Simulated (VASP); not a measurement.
Wanted: the native input for a VASP 6.6.1 run.

```
Task                   : single point
Functional             : PBE
Potentials or basis    : VASP PAW PBE potentials, release 64 (W_sv)
Cutoff                 : 520 eV
k mesh                 : 22 × 22 × 14
Occupations            : gaussian, width 0.15 eV
Spin                   : no spin polarisation
Dipole correction      : no
Further INCAR settings : ALGO = Fast; EDIFF = 1e-06; NBANDS = 21
```

The structure of W lies in POSCAR:

```
W
1.0
   -1.5917793224      1.5917793224      1.5917793224
    1.5917793224     -1.5917793224      1.5917793224
    3.1835586449      3.1835586449      0.0000000000
W
2
Direct
   -0.0117792710     -0.0117792710      0.0000000000
    0.5117792710      0.5117792710      0.5000000000
```

This cell differs from its parent crystal: atoms displaced along a vibrational mode.

The input as run:

INCAR

```
ALGO     = Fast           # electronic algorithm
EDIFF    = 1E-6           # SCF threshold, eV
ENCUT    = 520            # plane-wave cutoff, eV
GGA      = PE             # functional
ISIF     = 2              # what is computed and relaxed
ISMEAR   = 0              # smearing method
LASPH    = T              # aspherical terms in the spheres
LCHARG   = F              # write CHGCAR
LREAL    = F              # projectors in reciprocal space
LWAVE    = F              # write WAVECAR
NBANDS   = 21             # bands
NELM     = 100            # most SCF steps
PREC     = Accurate       # precision mode
SIGMA    = 0.15           # smearing width, eV
```

KPOINTS

```
k-points
0
Gamma
  22 22 14
```

Potentials or basis: VASP PAW PBE potentials, release 64 (W_sv).

Run with:

```sh
$ cat potpaw_PBE.64/W_sv/POTCAR > POTCAR
$ mpirun -np 1 vasp_std > vasp.out
```

Results of the run:

```
Pressure               : 0.9 GPa
Largest force          : 0.424 eV/Å
Band gap on the k mesh : zero (bands 14 and 15 overlap by 3.38 eV)
```

Caveat: the cell differs from its parent crystal (atoms displaced along a vibrational mode); spin-orbit coupling is left out, which moves the levels of the heavy elements.

Wall time 3.8 min on 1 thread of Intel(R) Xeon(R) 6975P-C (Granite Rapids), with other jobs on the host, peak memory 0.62 GiB.
